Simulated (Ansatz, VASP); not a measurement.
# One calculation of Al, two programs

```
Al
1.0
     0.00000   -3.18874    3.18874
     3.18874   -3.18874    0.00000
     3.18874    0.00000    3.18874
Al
4
Cartesian
  0.0000 0.0000 0.0000
  1.5944 -1.5944 1.5944
  3.1887 -3.1887 3.1887
  4.7831 -4.7831 4.7831
```

Alike in both runs: task single point; functional r2SCAN; k mesh 10 × 10 × 10; occupations gaussian, width 0.15 eV; no spin polarisation.

```csv
,VASP,Ansatz
version,VASP 6.6.1,Ansatz 0.2.0
potentials or method,"VASP PAW PBE potentials, release 64 (Al), cutoff 520 eV","scalar-relativistic, plane waves, PAW"
valence electrons in the cell,12,12
```

Ansatz gave:

```
gap on the k mesh at the Fermi level (eV) : none
pressure (GPa)                            : 0.1
```

Question: Estimate VASP's values.

Answer: gap on the k mesh at the Fermi level (eV): none; pressure (GPa): -0.3.

VASP's potentials were made for PBE, not for r2SCAN. A gap of «none» marks a metal or a gap that the smearing closes.
